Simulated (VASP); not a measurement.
Input of a VASP 6.6.1 run:

File INCAR:

```
PREC     = Accurate       # precision mode
ENCUT    = 520            # plane-wave cutoff, eV
EDIFF    = 1E-6           # SCF threshold, eV
ISMEAR   = 0              # smearing method
SIGMA    = 0.05           # smearing width, eV
LREAL    = False          # projectors in reciprocal space
LASPH    = True           # aspherical terms in the spheres
NELM     = 100            # most SCF steps
ALGO     = Normal         # electronic algorithm
ISIF     = 2              # what is computed and relaxed
LWAVE    = False          # write WAVECAR
LCHARG   = False          # write CHGCAR
GGA      = PE             # functional
NBANDS   = 11             # bands
```

The input KPOINTS:

```
regular mesh
0
Gamma
  8 8 8
```

The input POSCAR:

```
MgS
1.0
    0.0000000000      2.6666912500      2.6666912500
    2.6666912500      0.0000000000      2.6666912500
    2.6666912500      2.6666912500      0.0000000000
Mg S
1 1
Direct
    0.0000000000      0.0000000000      0.0000000000
    0.5000000000      0.5000000000      0.5000000000
```

Potentials or basis: VASP PAW PBE potentials, release 64 (Mg, S).

Command:

```sh
$ cat potpaw_PBE.64/Mg/POTCAR potpaw_PBE.64/S/POTCAR > POTCAR
$ mpirun -np 1 vasp_std > vasp.out
```

Question: Predict the band gap on the k mesh.

Answer: 2.61 eV, indirect (least direct gap 3.15 eV).

Question: Predict the pressure.

Answer: -4.1 GPa.

Caveat: the cell differs from its parent crystal (strain +0.025 along x and y, +0.025 along z). A k mesh can miss the band edges.
